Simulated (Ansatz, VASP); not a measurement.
WC in VASP and in Ansatz

The input INCAR:

```
  PREC = Accurate
  ENCUT = 600
  EDIFF = 1E-7
  ISMEAR = 0
  SIGMA = 0.2
  LREAL = F
  LASPH = T
  NELM = 120
  ALGO = Normal
  ISIF = 3
  LWAVE = F
  LCHARG = F
  GGA = PE
  IBRION = 2
  NSW = 36
  EDIFFG = -0.08
  GGA_COMPAT = F
  NELMIN = 4
```

Contents of KPOINTS:

```
regular mesh
0
Gamma
  7 7 7
```

POSCAR

```
WC
1.0
    0.0000000000      2.3021091000      2.3021091000
    2.3021091000      0.0000000000      2.3021091000
    2.3021091000      2.3021091000      0.0000000000
W C
1 1
Direct
    0.0000000000      0.0000000000      0.0000000000
    0.7500000000      0.7500000000      0.7500000000
```

Input for Ansatz:

```yaml
crystal:
  lattice:
    - [0.0, 2.3021091, 2.3021091]
    - [2.3021091, 0.0, 2.3021091]
    - [2.3021091, 2.3021091, 0.0]
  atoms:
    - { symbol: W, position: [0.0, 0.0, 0.0] }
    - { symbol: C, position: [0.75, 0.75, 0.75] }
basis:
  ecutwfc: 420
kpoints:
  mp_grid: { grid: [7, 7, 7] }
hamiltonian:
  xc: pbe
scf:
  occupations: { method: gaussian, width: 0.2 }
  lower_state_search: "off"
output:
  forces: true
  stress: true
  eigenvalues: true
relax:
  adjacent_minimum: "off"
  f_tol: 0.08
  max_steps: 16
  cell: { stress_tol: 0.8 }
```

Change from the starting cell: species swapped into the GaN type (F-43m, No. 216).

Alike in both runs: task relaxation of cell and atoms; functional PBE; k mesh 7 × 7 × 7; occupations gaussian, width 0.2 eV; no spin polarisation.

|  | VASP | Ansatz |
| --- | --- | --- |
| version | VASP 6.6.1 | Ansatz 0.2.0 |
| potentials or method | VASP PAW PBE potentials, release 64 (W_sv, C), cutoff 600 eV | scalar-relativistic, plane waves, PAW |
| valence electrons in the cell | 18 | 18 |

|  | VASP | Ansatz | Ansatz less VASP |
| --- | --- | --- | --- |
| gap on the k mesh at the Fermi level, each at its own relaxed structure (eV) | none | none | - |
| relaxed volume (Å³/atom) | 13.04 | 12.97 | -0.069 |
| relaxed cell length with the largest relative difference (Å) | 3.328 | 3.323 | -0.0059 |

A gap of «none» marks a metal or a gap that the smearing closes.

Neither program's run includes spin-orbit coupling.
